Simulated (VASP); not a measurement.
# Sn3Se in VASP: further runs

The runs below take Sn3Se through single point, with PBE, r2SCAN.

All numbers are computed with VASP 6.6.1; they aren't measurements. Logs are shortened: lines on timing, memory, paths and dates and some standing lists are left out, and cuts for length are marked.

## Step 1: The cell of the first run

The structure is tetragonal, space group I4mm (No. 107). The conventional cell has a = 5.110 Å, b = 5.110 Å, c = 7.339 Å, α = 90.00°, β = 90.00°, γ = 90.00°. Within 4.1 Å of Sn (site symmetry 2mm) lie 4 Se at 3.11 to 3.18 Å and 10 Sn at 3.11 to 3.67 Å. Within 4.1 Å of Sn (site symmetry 4mm) lie 8 Sn at 3.11 to 3.18 Å and 6 Se at 3.61 to 3.68 Å. Se (site symmetry 4mm) has 14 Sn at 3.11 to 3.68 Å within 4.1 Å.

## Step 2: Single point, PBE (strained and its atoms moved)

INCAR

```
PREC     = Accurate       # precision mode
ENCUT    = 520            # plane-wave cutoff, eV
EDIFF    = 1E-7           # SCF threshold, eV
ISMEAR   = 0              # smearing method
SIGMA    = 0.1            # smearing width, eV
LREAL    = F              # projectors in reciprocal space
LASPH    = T              # aspherical terms in the spheres
NELM     = 100            # most SCF steps
ALGO     = Normal         # electronic algorithm
ISIF     = 2              # what is computed and relaxed
LWAVE    = F              # write WAVECAR
LCHARG   = T              # write CHGCAR
GGA      = PE             # functional
LELF     = T              # ELF
LVHAR    = T            
NBANDS   = 32             # bands
```

KPOINTS

```
Automatic mesh
0
Gamma
  10 10 10
```

POSCAR

```
Sn3Se
1.0
    0.0000000000      3.6133416016      3.6693386716
    3.6133416016      0.0000000000      3.6693386716
    3.6133416016      3.6133416016      0.0000000000
Sn Se
3 1
Direct
    0.2539976854      0.2539976854      0.2460023146
    0.7539976854      0.7539976854      0.7460023146
    0.4965739385      0.4965739385      0.5034260615
   -0.0045693093     -0.0045693093      0.0045693093
```

Potentials or basis: VASP PAW PBE potentials, release 64 (Sn_d, Se).

Command:

```bash
$ cat potpaw_PBE.64/Sn_d/POTCAR potpaw_PBE.64/Se/POTCAR > POTCAR
$ mpirun -np 1 vasp_std > vasp.out
```

OUTCAR:

```text
PREC = Accurate
   ENCUT = 520
   EDIFF = 1E-7
   ISMEAR = 0
   LREAL = F
   LASPH = T
   NELM = 100
   ISIF = 2
   GGA = PE

 ion  position               nearest neighbor table
   1  0.254  0.254  0.246-   4 3.11   4 3.11   3 3.11   3 3.11   3 3.18   3 3.18   4 3.18   4 3.18
                             2 3.61   2 3.61   2 3.61   2 3.61   2 3.67   2 3.67
   2  0.754  0.754  0.746-   4 3.11   4 3.11   3 3.11   3 3.11   3 3.18   3 3.18   4 3.18   4 3.18
                             1 3.61   1 3.61   1 3.61   1 3.61   1 3.67   1 3.67
   3  0.497  0.497  0.503-   1 3.11   1 3.11   2 3.11   2 3.11   2 3.18   2 3.18   1 3.18   1 3.18

   4  0.995  0.995  0.005-   2 3.11   2 3.11   1 3.11   1 3.11   2 3.18   2 3.18   1 3.18   1 3.18

  LATTYP: Found a body centered tetragonal cell.
 ALAT       =     5.1100366985
 C/A-ratio  =     1.4361300664

  Lattice vectors:

 A1 = (  -3.6133416016,   0.0000000000,   3.6693386716)
 A2 = (   3.6133416016,   0.0000000000,   3.6693386716)
 A3 = (   0.0000000000,   3.6133416016,  -3.6693386716)

Analysis of symmetry for initial positions (statically):
=====================================================================
 Subroutine PRICEL returns:
 Original cell was already a primitive cell.

 Routine SETGRP: Setting up the symmetry group for a
 body centered tetragonal supercell.

 Subroutine GETGRP returns: Found  8 space group operations
 (whereof  8 operations were pure point group operations)
 out of a pool of 16 trial point group operations.

The static configuration has the point symmetry C_4v.

Analysis of symmetry for dynamics (positions and initial velocities):
=====================================================================
 Subroutine PRICEL returns:
 Original cell was already a primitive cell.

 Routine SETGRP: Setting up the symmetry group for a
 body centered tetragonal supercell.

 Subroutine GETGRP returns: Found  8 space group operations
 (whereof  8 operations were pure point group operations)
 out of a pool of 16 trial point group operations.

The dynamic configuration has the point symmetry C_4v.

 Subroutine INISYM returns: Found  8 space group operations
 (whereof  8 operations are pure point group operations),
 and found     1 'primitive' translations

----------------------------------------------------------------------------------------

                                     Primitive cell

  volume of cell :      95.8155

  direct lattice vectors                    reciprocal lattice vectors
     0.000000000  3.613341602  3.669338672    -0.138376067  0.138376067  0.136264337
     3.613341602  0.000000000  3.669338672     0.138376067 -0.138376067  0.136264337
     3.613341602  3.613341602  0.000000000     0.138376067  0.138376067 -0.136264337

  length of vectors
     5.149784832  5.149784832  5.110036698     0.238461404  0.238461404  0.238461404

  position of ions in fractional coordinates (direct lattice)
     0.253997685  0.253997685  0.246002315
     0.753997685  0.753997685  0.746002315
     0.496573938  0.496573938  0.503426062
     0.995430691  0.995430691  0.004569309

  ion indices of the primitive-cell ions
   primitive index   ion index
                 1           1
                 2           2
                 3           3
                 4           4

----------------------------------------------------------------------------------------

 KPOINTS: Automatic mesh

Automatic generation of k-mesh.
 Grid dimensions read from file:
 generate k-points for:   10   10   10

 Generating k-lattice:

  Cartesian coordinates                     Fractional coordinates (reciprocal lattice)
    -0.013837607  0.013837607  0.013626434     0.100000000  0.000000000  0.000000000
     0.013837607 -0.013837607  0.013626434     0.000000000  0.100000000  0.000000000
     0.013837607  0.013837607 -0.013626434     0.000000000  0.000000000  0.100000000

  Length of vectors
     0.023846140  0.023846140  0.023846140

  Shift w.r.t. Gamma in fractional coordinates (k-lattice)
     0.000000000  0.000000000  0.000000000

 Subroutine IBZKPT returns following result:
 ===========================================

 Found    102 irreducible k-points:

 Following reciprocal coordinates:
            Coordinates               Weight
  0.000000  0.000000  0.000000      1.000000
  0.100000  0.000000  0.000000      8.000000
  0.200000  0.000000  0.000000      8.000000
  0.300000  0.000000  0.000000      8.000000
  0.400000  0.000000  0.000000      8.000000
  0.500000  0.000000  0.000000      4.000000
[... 16 lines left out ...]
  0.300000  0.300000  0.000000      2.000000
  0.400000  0.300000  0.000000      8.000000
 [... further k-points ...]
   k-points           NKPTS =    102   k-points in BZ     NKDIM =    102   number of bands    NBANDS=     32
   number of dos      NEDOS =    301   number of ions     NIONS =      4
   total plane-waves  NPLWV =  64000
   dimension x,y,z NGX =    40 NGY =   40 NGZ =   40
   dimension x,y,z NGXF=    80 NGYF=   80 NGZF=   80
   ions per type =               3   1
   NGX,Y,Z   is equivalent  to a cutoff of  12.91, 12.91, 13.01 a.u.
   NGXF,Y,Z  is equivalent  to a cutoff of  25.83, 25.83, 26.03 a.u.
 SYSTEM =  unknown system
   PREC   = accura    normal or accurate (medium, high low for compatibility)
   ISTART =      0    job   : 0-new  1-cont  2-samecut
   ICHARG =      2    charge: 1-file 2-atom 10-const
   ISPIN  =      1    spin polarized calculation?
   LNONCOLLINEAR =      F non collinear calculations
   LSORBIT =      F    spin-orbit coupling
   LASPH  =      T    aspherical Exc in radial PAW
   ENCUT  =  520.0 eV  38.22 Ry    6.18 a.u.   9.58  9.58  9.50*2*pi/ulx,y,z
   NELM   =    100;   NELMIN=  2; NELMDL= -5     # of ELM steps
   EDIFF  = 0.1E-06   stopping-criterion for ELM
   LREAL  =      F    real-space projection
   EDIFFG = 0.1E-05   stopping-criterion for IOM
   NSW    =      0    number of steps for IOM
   IBRION =     -1    ionic relax: 0-MD 1-quasi-New 2-CG
   NFREE  =      0    steps in history (QN), initial steepest desc. (CG)
   ISIF   =      2    stress and relaxation
   ISYM   =      2    0-nonsym 1-usesym 2-fastsym
   POTIM  = 0.5000    time-step for ionic-motion
   TEBEG  =    0.0;   TEEND  =   0.0 temperature during run
   PSTRESS=    0.0 pullay stress
   NELECT =      48.0000    total number of electrons
   NUPDOWN=      -1.0000    fix difference up-down
   EMIN   =  10.00;   EMAX   =-10.00  energy-range for DOS
   EFERMI =   0.00;   METHOD = LEGACY
   ISMEAR =     0;   SIGMA  =   0.10  broadening in eV -4-tet -1-fermi 0-gaus
   EFERMI_NEDOS =   21; number of points for ismear=-14 and -15
   IALGO  =     38    algorithm
   IMIX   =      4    mixing-type and parameters
     AMIX     =   0.40;   BMIX     =  1.00
     AMIX_MAG =   1.60;   BMIX_MAG =  1.00
  volume/ion in A,a.u.               =      23.95       161.65
  Fermi-wavevector in a.u.,A,eV,Ry     =   1.300199  2.457021 23.000901  1.690519
  Thomas-Fermi vector in A             =   2.431414
   LORBIT       =      0    0 simple, 1 ext, 2 COOP (PROOUT), +10 PAW based schemes
   GGA     = PE    functional components
   LHFCALC =     F    Hartree Fock is set to
   AEXX    =    0.0000 exact exchange contribution
   IVDW    =     0    specifies the selected vdW correction
   LEPSILON=     F    determine dielectric tensor
   LRPA    =     F    only Hartree local field effects (RPA)
 non-spin polarized calculation
 Gauss-broadening in eV      SIGMA  =   0.10
  energy-cutoff  :      520.00
  volume of cell :       95.82
 maximum number of plane-waves:      2653
 NGX is ok and might be reduce to    40
   NGX = 19   NGY = 19   NGZ = 19

 number of electron      48.0000014 magnetization

 Free energy of the ion-electron system (eV)
  ---------------------------------------------------
  ext. energy  EPLUGINS =         0.00000000
  ---------------------------------------------------
  free energy    TOTEN  =       -14.78396497 eV

  energy without entropy =      -14.77292101  energy(sigma->0) =      -14.77844299

 E-fermi :   8.2434     XC(G=0): -10.6816

 val. band max:        8.2422382967   @ k =   0.5000   0.1000   0.3000
 cond. band min:       8.2525605462   @ k =   0.4000   0.0000   0.4000
 fundamental gap:      0.0103222494
 Fermi energy:         8.2434396238

 k-point     1 :       0.0000    0.0000    0.0000
  band No.  band energies     occupation
      1     -13.4149      2.00000
      2     -13.4101      2.00000
      3     -13.3670      2.00000
      4     -13.3662      2.00000
      5     -13.3662      2.00000
      6     -13.3615      2.00000
[... 24 lines left out ...]
     31      15.4128      0.00000
     32      15.4773      0.00000

 k-point     2 :       0.1000    0.0000    0.0000
  band No.  band energies     occupation
      1     -13.4110      2.00000
      2     -13.4064      2.00000
      3     -13.3803      2.00000
      4     -13.3734      2.00000
      5     -13.3724      2.00000
      6     -13.3553      2.00000
[... 24 lines left out ...]
     31      14.7689      0.00000
     32      15.2980      0.00000

 k-point     3 :       0.2000    0.0000    0.0000
  band No.  band energies     occupation
      1     -13.3997      2.00000
      2     -13.3958      2.00000
      3     -13.3895      2.00000
      4     -13.3826      2.00000
      5     -13.3810      2.00000
      6     -13.3487      2.00000
[... 24 lines left out ...]
     31      13.4274      0.00000
     32      14.8033      0.00000

 k-point     4 :       0.3000    0.0000    0.0000
  band No.  band energies     occupation
      1     -13.3914      2.00000
      2     -13.3911      2.00000
      3     -13.3879      2.00000
      4     -13.3822      2.00000
      5     -13.3792      2.00000
      6     -13.3436      2.00000
[... 654 lines left out ...]
     31      14.3333      0.00000
     32      14.7623      0.00000

 k-point    23 :       0.3000    0.3000    0.0000
  band No.  band energies     occupation
      1     -13.4030      2.00000
      2     -13.4030      2.00000
      3     -13.3986      2.00000
      4     -13.3851      2.00000
      5     -13.3524      2.00000
      6     -13.3479      2.00000
[... 24 lines left out ...]
     31      13.0657      0.00000
     32      13.1343      0.00000

 k-point    24 :       0.4000    0.3000    0.0000
  band No.  band energies     occupation
      1     -13.4052      2.00000
      2     -13.4038      2.00000
      3     -13.3914      2.00000
      4     -13.3835      2.00000
      5     -13.3569      2.00000
      6     -13.3400      2.00000
[... 24 lines left out ...]
     31      13.1705      0.00000
     32      13.7794      0.00000

 [... further k-points ...]

------------------------ aborting loop because EDIFF is reached ----------------------------------------

  FORCE on cell =-STRESS in cart. coord.  units (eV):
  Direction    XX          YY          ZZ          XY          YZ          ZX
  --------------------------------------------------------------------------------------
  -------------------------------------------------------------------------------------
  Total        3.0034703      3.0034703      2.7592787      0.0000000      0.0000000      0.0000000
  in kB       50.2224725     50.2224725     46.1392271      0.0000000      0.0000000      0.0000000
  external PRESSURE =      48.8613907 kB  Pullay stress =       0.0000000 kB

 VOLUME and BASIS-vectors are now :
 -----------------------------------------------------------------------------
  energy-cutoff  :      520.00
  volume of cell :       95.82
      direct lattice vectors                 reciprocal lattice vectors
     0.000000000  3.613341602  3.669338672    -0.138376067  0.138376067  0.136264337
     3.613341602  0.000000000  3.669338672     0.138376067 -0.138376067  0.136264337
     3.613341602  3.613341602  0.000000000     0.138376067  0.138376067 -0.136264337

 POSITION                                       TOTAL-FORCE (eV/Angst)
 -----------------------------------------------------------------------------------
      1.80667      1.80667      1.86401         0.000000      0.000000     -0.065753
      5.42001      5.42001      5.53335         0.000000      0.000000     -0.065753
      3.61334      3.61334      3.64420         0.000000      0.000000      0.118728
      3.61334      3.61334      7.30514         0.000000      0.000000      0.012778
 -----------------------------------------------------------------------------------
    total drift:                                0.000000      0.000000      0.000197

  FREE ENERGIE OF THE ION-ELECTRON SYSTEM (eV)
  ---------------------------------------------------
  free  energy   TOTEN  =       -14.7839649732 eV

  energy  without entropy=      -14.7729210108  energy(sigma->0) =      -14.77844299
```

Wall time 3.1 min (1 thread of Intel Xeon Platinum 8488C (Sapphire Rapids), shared host); peak memory 0.41 GiB.

Results:

```yaml
Free_energy: -14.7840 eV
Pressure: 4.9 GPa
Largest_force: 0.119 eV/Å
Band_gap_on_the_k_mesh: zero (bands 24 and 25 overlap by 2.29 eV)
```

Forces on the atoms (eV/Å):
```
Sn   0.000  0.000 -0.066
Sn   0.000  0.000 -0.066
Sn   0.000  0.000  0.119
Se   0.000  0.000  0.013
```

Stress tensor (GPa, compression positive):
```
5.02 0.00 0.00
0.00 5.02 0.00
0.00 0.00 4.61
```

Caveat: the cell differs from its parent crystal (strained and its atoms moved); the cell stands under pressure; spin-orbit coupling is left out, which moves the levels of the heavy elements.

(Continued in part 2 of 2.)

The gap in the log of VASP goes by the Fermi energy; the results here count the filled bands.